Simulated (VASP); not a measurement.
Na3HSe, 5 atoms in the cell. It takes space group Pm-3m (No. 221, cubic). Conventional cell: a = 4.550 Å, b = 4.550 Å, c = 4.550 Å, α = 90.00°, β = 90.00°, γ = 90.00°. Na (site symmetry 4/mmm) has 2 H at 2.28 Å within 3.0 Å. H (site symmetry m-3m) has 6 Na at 2.28 Å within 3.0 Å. Within 4.2 Å of Se (site symmetry m-3m) lie 12 Na at 3.22 Å and 8 H at 3.94 Å. 

```yaml
Program: VASP 6.6.1
Task: relaxation of cell and atoms
Functional: PBE
Dispersion: D3(BJ)
Potentials_or_basis: VASP PAW PBE potentials, release 64 (Na_pv, H, Se)
Cutoff: 600 eV
k_mesh: 6 × 6 × 6
Occupations: gaussian, width 0.02 eV
Spin: no spin polarisation
Dipole_correction: no
Further_INCAR_settings: ALGO = Normal; EDIFF = 1e-06; IBRION = 2; EDIFFG = -0.005; NSW = 70; ISIF = 3
```

Potentials or basis: VASP PAW PBE potentials, release 64 (Na_pv, H, Se).

Command:

```sh
$ cat potpaw_PBE.64/Na_pv/POTCAR potpaw_PBE.64/H/POTCAR potpaw_PBE.64/Se/POTCAR > POTCAR
$ mpirun -np 1 vasp_std > vasp.out
```

Hardware: 1 thread of Intel Xeon 8259CL, on a shared host.

Q: Estimate the wall time of this run.

A: Wall time 100 s on 1 thread of Intel Xeon 8259CL, on a shared host, peak memory 0.24 GiB. Counts: scf iterations 35, k points 20, ion steps 4.
